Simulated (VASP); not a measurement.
MgSn2Se3:

```xyz
6
Lattice="4.2834 0.0000 0.0000 -2.1417 3.7095 0.0000 0.0000 0.0000 10.4847" Properties=species:S:1:pos:R:3 pbc="T T T"
Mg    0.0000    0.0000    0.0000
Sn    0.0000    2.4730    6.8779
Sn    2.1417    1.2365    3.6068
Se    0.0000    2.4730    1.7394
Se    2.1417    1.2365    8.7452
Se    0.0000    0.0000    5.2423
```

```yaml
Program: VASP 6.6.1
Task: relaxation of cell and atoms
Functional: PBEsol
Potentials_or_basis: VASP PAW PBE potentials, release 64 (Mg, Sn_d, Se)
Cutoff: 600 eV
k_mesh: 6 × 6 × 2
Occupations: fermi-dirac, width 0.03 eV
Spin: no spin polarisation
```

At the start: pressure -4.8 GPa; volume 27.77 Å³/atom.

**Question.** Where does the relaxation end?

**Answer.** Over 15 steps the energy falls by 99.7 meV/atom and the volume is 24.56 Å³/atom (-11.5 %); space group P-3m1 (No. 164, to 0.1 Å) before and after.

The path:
| step | energy change (eV) | largest force (eV/Å) | pressure (GPa) | volume (Å³) |
| --- | --- | --- | --- | --- |
| 1 | 0.0000 | 0.7236 | -4.81 | 166.59 |
| 2 | -0.3546 | 0.7010 | 0.84 | 147.29 |
| 3 | -0.3547 | 0.7012 | 0.74 | 147.55 |
| 4 | -0.4480 | 0.6101 | 0.63 | 147.18 |
| 5 | -0.5743 | 0.2996 | 0.65 | 146.08 |
| 6 | -0.5899 | 0.0733 | -0.73 | 149.38 |
| 7 | -0.5905 | 0.1088 | -0.52 | 148.83 |
| 8 | -0.5969 | 0.0705 | 0.02 | 147.35 |
| 9 | -0.5969 | 0.0652 | 0.01 | 147.39 |
| 10 | -0.5977 | 0.0359 | 0.04 | 147.32 |
| 11 | -0.5982 | 0.0124 | 0.06 | 147.23 |
| 12 | -0.5982 | 0.0157 | 0.08 | 147.21 |
| 13 | -0.5982 | 0.0087 | -0.12 | 147.68 |
| 14 | -0.5983 | 0.0120 | -0.01 | 147.39 |
| 15 | -0.5983 | 0.0038 | -0.01 | 147.36 |

Final structure:
```cif
data_structure
_symmetry_space_group_name_H-M 'P 1'
_symmetry_Int_Tables_number 1
_cell_length_a 4.1008
_cell_length_b 4.1008
_cell_length_c 10.1188
_cell_angle_alpha 90.000
_cell_angle_beta 90.000
_cell_angle_gamma 120.000
_cell_volume 147.36
loop_
_atom_site_label
_atom_site_type_symbol
_atom_site_fract_x
_atom_site_fract_y
_atom_site_fract_z
_atom_site_occupancy
Mg1 Mg 0.00000 0.00000 0.00000 1
Sn1 Sn 0.33333 0.66667 0.67442 1
Sn2 Sn 0.66667 0.33333 0.32558 1
Se1 Se 0.33333 0.66667 0.14447 1
Se2 Se 0.66667 0.33333 0.85553 1
Se3 Se 0.00000 0.00000 0.50000 1
```

Caveat: the PAW data sets were made with another functional, which shifts forces and pressure a little.
